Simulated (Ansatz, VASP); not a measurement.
**One calculation of Pt, two programs**

Contents of INCAR:

```
ALGO     = Fast           # electronic algorithm
EDIFF    = 1E-7           # SCF threshold, eV
ENCUT    = 520            # plane-wave cutoff, eV
ISIF     = 2              # what is computed and relaxed
ISMEAR   = 0              # smearing method
LASPH    = T              # aspherical terms in the spheres
LCHARG   = F              # write CHGCAR
LREAL    = F              # projectors in reciprocal space
LWAVE    = F              # write WAVECAR
NBANDS   = 11             # bands
NELM     = 80             # most SCF steps
PREC     = Accurate       # precision mode
SIGMA    = 0.15           # smearing width, eV
```

Contents of KPOINTS:

```
k-points
0
Gamma
  22 22 22
```

File POSCAR:

```
Pt
1.0
    0.0000000000      2.1554916191      1.6834389545
    2.1554916191      0.0000000000      1.6834389545
    2.1554916191      2.1554916191      0.0000000000
Pt
1
Direct
    0.0000000000      0.0000000000      0.0000000000
```

Input for Ansatz:

```yaml
crystal:
  lattice:
    - [0.0, 2.1554916191, 1.6834389545]
    - [2.1554916191, 0.0, 1.6834389545]
    - [2.1554916191, 2.1554916191, 0.0]
  atoms:
    - { symbol: Pt, position: [0.0, 0.0, 0.0] }
basis:
  ecutwfc: 420
kpoints:
  mp_grid: { grid: [22, 22, 22] }
hamiltonian:
  xc: lda
scf:
  occupations: { method: gaussian, width: 0.15 }
output:
  forces: true
  stress: true
  eigenvalues: true
```

Alike in both runs: task single point; functional LDA; k mesh 22 × 22 × 22; occupations gaussian, width 0.15 eV; no spin polarisation.

|  | VASP | Ansatz |
| --- | --- | --- |
| version | VASP 6.6.1 | Ansatz 0.2.0 |
| potentials or method | VASP PAW LDA potentials, release 64 (Pt), cutoff 520 eV | scalar-relativistic, plane waves, PAW |
| valence electrons in the cell | 10 | 18 |

Ansatz gave:

| Item | Value |
| --- | --- |
| gap on the k mesh at the Fermi level (eV) | none |
| pressure (GPa) | -12.8 |
| traceless stress, the component that is largest in VASP (GPa) | 4.16 |

Task: Estimate VASP's values.

Result: gap on the k mesh at the Fermi level (eV): none; pressure (GPa): -12.2; traceless stress, the component that is largest in VASP (GPa): 4.16.

LDA's correlation is that of Perdew and Zunger in VASP and of Perdew and Wang (1992) in Ansatz. A gap of «none» marks a metal or a gap that the smearing closes. VASP's potentials hold 10 valence electrons a cell and Ansatz's 18, so a difference there can come from the potentials and not from the codes.

Spin-orbit coupling is off throughout.
